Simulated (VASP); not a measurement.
A run of VASP 6.6.1:

File INCAR:

```
SYSTEM = BiO5
  PREC = Accurate
  ENCUT = 520
  EDIFF = 1E-7
  ISMEAR = 0
  SIGMA = 0.1
  LREAL = .FALSE.
  LASPH = .TRUE.
  NELM = 100
  ALGO = Normal
  ISIF = 2
  LWAVE = .FALSE.
  LCHARG = .FALSE.
  GGA = PE
  NBANDS = 32
```

Contents of KPOINTS:

```
Automatic mesh
0
G
  6 6 2
  0 0 0
```

POSCAR

```
BiO5
1.0
    2.9112972600      0.0000000000      0.0000000000
   -1.4556486300      2.5212573900      0.0000000000
    0.0000000000      0.0000000000     13.8723170700
Bi O
1 5
Direct
    0.6666666700      0.3333333300      0.0000000000
    0.0000000000      0.0000000000      0.8363369700
    0.6666666700      0.3333333300      0.6678038200
    0.0000000000      0.0000000000      0.5000000000
    0.6666666700      0.3333333300      0.3321961800
    0.0000000000      0.0000000000      0.1636630300
```

Potentials or basis: VASP PAW PBE potentials, release 64 (Bi_d, O).

Run with:

```sh
$ cat potpaw_PBE.64/Bi_d/POTCAR potpaw_PBE.64/O/POTCAR > POTCAR
$ mpirun -np 1 vasp_std > vasp.out
```

Hardware: 1 thread of Intel(R) Xeon(R) 6975P-C (Granite Rapids), with other jobs on the host.

How long does it take, and how much memory?

Run time: 30 s on 1 thread of Intel(R) Xeon(R) 6975P-C (Granite Rapids), on a shared host, peak memory 0.24 GiB. Counts: scf iterations 23, k points 14.
